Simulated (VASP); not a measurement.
# MoS2: electric field gradients with PBE

Crystal: MoS2.

```
Mo S
1.0
     3.14000    0.00000    0.00000
    -1.57000    2.71932    0.00000
     0.00000    0.00000   12.53000
Mo S
2 4
Direct
  0.33333 0.66667 0.25000
  0.66667 0.33333 0.75000
  0.33333 0.66667 0.62500
  0.66667 0.33333 0.12500
  0.33333 0.66667 0.87500
  0.66667 0.33333 0.37500
```

```json
{
  "Program": "VASP 6.6.1",
  "Task": "electric field gradients",
  "Functional": "PBE",
  "Potentials or basis": "VASP PAW PBE potentials, release 64 (Mo_sv, S)",
  "Cutoff": "400 eV",
  "k mesh": "16 × 16 × 4",
  "Occupations": "fermi-dirac, width 0.02 eV",
  "Spin": "collinear spin",
  "Starting moments": "[2.0, 2.0, 0.0, 0.0, 0.0, 0.0] μB",
  "Dipole correction": "no",
  "Further INCAR settings": "ALGO = Normal; EDIFF = 1e-08; NBANDS = 39"
}
```

| Property | Result |
| --- | --- |
| Pressure | 4.0 GPa |
| Largest force | 0.122 eV/Å |
| Band gap on the k mesh | 1.01 eV (least direct gap 1.84 eV) |
| Net moment | 0.00 μB per cell |
| Largest electric field gradient by atom | Mo -77.2; S -52.4 V/Å² |
| Valence electrons inside the program's atomic spheres | Mo 12.50; S 3.71 |

Forces on the atoms (eV/Å):
```
Mo   0.000  0.000  0.000
Mo   0.000  0.000  0.000
S    0.000  0.000 -0.122
S    0.000  0.000 -0.122
S    0.000  0.000  0.122
S    0.000  0.000  0.122
```

Stress tensor (GPa, compression positive):
```
4.51 0.00 0.00
0.00 4.51 0.00
0.00 0.00 3.00
```

Levels at points of the mesh, in eV from the valence-band top:
Spin up:
| k point | band 24 | band 25 | band 26 | band 27 | band 28 | band 29 |
| --- | --- | --- | --- | --- | --- | --- |
| (0.00, 0.00, 0.00) | -1.29 | -1.11 | 0.00 | 2.30 | 2.30 | 2.32 |
| (0.50, 0.00, 0.00) | -1.38 | -1.28 | -1.20 | 1.83 | 1.86 | 2.21 |
| (0.00, 0.00, 0.50) | -2.00 | -0.29 | -0.29 | 2.30 | 2.30 | 2.30 |
| (0.50, 0.00, 0.50) | -1.46 | -1.24 | -1.24 | 1.84 | 1.84 | 2.35 |
Spin down:
```
           k point  band 22  band 23  band 24  band 25  band 26  band 27  band 28  band 29  band 30  band 31
(0.00, 0.00, 0.00)    -1.98    -1.98    -1.29    -1.11     0.00     2.30     2.30     2.32     2.32     2.48
(0.50, 0.00, 0.00)    -2.46    -1.54    -1.38    -1.28    -1.20     1.83     1.86     2.21     2.47     3.05
(0.00, 0.00, 0.50)    -2.00    -2.00    -2.00    -0.29    -0.29     2.30     2.30     2.30     2.30     2.55
(0.50, 0.00, 0.50)    -2.58    -1.46    -1.46    -1.24    -1.24     1.84     1.84     2.35     2.35     3.39
```

Electric field gradients, principal values (V/Å²):
```tsv
atom	least	middle	greatest (by size)
1 Mo	38.582	38.585	-77.167
2 Mo	38.582	38.585	-77.167
3 S	26.182	26.183	-52.365
4 S	26.182	26.183	-52.365
5 S	26.182	26.183	-52.365
6 S	26.182	26.183	-52.365
```

Wall time 4.1 min on 1 thread of AMD EPYC 9R45 96-Core Processor (Zen 5) (shared host), peak memory 0.41 GiB.

Caveat: the cell stands under pressure; without QUAD_EFG the Cq values of the log hold for a quadrupole moment of 1 mb, not for the nuclei; this functional lacks dispersion, which binds layers or chains, so the pressure and a relaxed spacing across them are unreliable. A k mesh can miss the band edges.
